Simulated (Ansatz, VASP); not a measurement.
**Two plane-wave programs on KMgH3**

Contents of INCAR:

```
SYSTEM = KMgH3
  PREC = Accurate
  ENCUT = 520
  EDIFF = 1E-7
  ISMEAR = 0
  SIGMA = 0.05
  LREAL = .FALSE.
  LASPH = .TRUE.
  NELM = 100
  ALGO = Normal
  ISIF = 2
  LWAVE = .FALSE.
  LCHARG = .FALSE.
  NBANDS = 15
```

KPOINTS

```
regular mesh
0
G
  8 8 8
  0 0 0
```

The input POSCAR:

```
KMgH3
1.0
    3.9243750000      0.0000000000      0.0000000000
    0.0000000000      3.9243750000      0.0000000000
    0.0000000000      0.0000000000      4.0250000000
K Mg H
1 1 3
Direct
    0.0000000000      0.0000000000      0.0000000000
    0.5000000000      0.5000000000      0.5000000000
    0.0000000000      0.5000000000      0.5000000000
    0.5000000000      0.0000000000      0.5000000000
    0.5000000000      0.5000000000      0.0000000000
```

Input for Ansatz:

```yaml
crystal:
  lattice:
    - [3.924375, 0.0, 0.0]
    - [0.0, 3.924375, 0.0]
    - [0.0, 0.0, 4.025]
  atoms:
    - { symbol: K, position: [0.0, 0.0, 0.0] }
    - { symbol: Mg, position: [0.5, 0.5, 0.5] }
    - { symbol: H, position: [0.0, 0.5, 0.5] }
    - { symbol: H, position: [0.5, 0.0, 0.5] }
    - { symbol: H, position: [0.5, 0.5, 0.0] }
basis:
  ecutwfc: 420
kpoints:
  mp_grid: { grid: [8, 8, 8] }
hamiltonian:
  xc: lda
scf:
  occupations: { method: gaussian, width: 0.05 }
output:
  forces: true
  stress: true
  eigenvalues: true
```

Change from the starting cell: strain -0.025 along x and y, +0.000 along z, atoms carried along.

Alike in both runs: task single point; functional LDA; k mesh 8 × 8 × 8; occupations gaussian, width 0.05 eV; no spin polarisation.

|  | VASP | Ansatz |
| --- | --- | --- |
| version | VASP 6.6.1 | Ansatz 0.2.0 |
| potentials or method | VASP PAW LDA potentials, release 64 (K_sv, Mg, H), cutoff 520 eV | scalar-relativistic, plane waves, PAW |
| valence electrons in the cell | 14 | 22 |

VASP gave:

```
gap on the k mesh at the Fermi level (eV)                     : 2.22
least direct gap on the mesh (eV)                             : 4.43
pressure (GPa)                                                : -1.5
traceless stress, the component that is largest in VASP (GPa) : -0.92
```

Question: What did Ansatz give for the same quantities?

Answer: gap on the k mesh at the Fermi level (eV): 2.22; least direct gap on the mesh (eV): 4.43; pressure (GPa): -1.3; traceless stress, the component that is largest in VASP (GPa): -0.91.

LDA's correlation is that of Perdew and Zunger in VASP and of Perdew and Wang (1992) in Ansatz. VASP's potentials hold 14 valence electrons a cell and Ansatz's 22, so a difference there can come from the potentials and not from the codes.
